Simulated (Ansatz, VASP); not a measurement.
**Two plane-wave programs on CaSe**

```
Ca Se
1.0
     0.00000    2.97910    2.97910
     2.97910    0.00000    2.97910
     2.97910    2.97910    0.00000
Ca Se
1 1
Direct
  0.00000 0.00000 0.00000
  0.50000 0.50000 0.50000
```

Alike in both runs: functional PBE; k mesh 8 × 8 × 8; occupations gaussian, width 0.02 eV; no spin polarisation.

Ansatz relaxed the structure, and its values are those at the end. VASP's run is a single point on that final structure, the one shown.

|  | VASP | Ansatz |
| --- | --- | --- |
| version | VASP 6.6.1 | Ansatz 0.2.0 |
| potentials or method | VASP PAW PBE potentials, release 64 (Ca_sv, Se), cutoff 520 eV | scalar-relativistic, plane waves, PAW |
| valence electrons in the cell | 16 | 26 |

```tsv
	VASP	Ansatz	Ansatz less VASP
gap on the k mesh at the Fermi level (eV)	2.07	2.08	+0.009
least direct gap on the mesh (eV)	2.99	3.00	+0.008
pressure (GPa)	0.2	0.0	-0.16
```

VASP's potentials hold 16 valence electrons a cell and Ansatz's 26, so a difference there can come from the potentials and not from the codes.
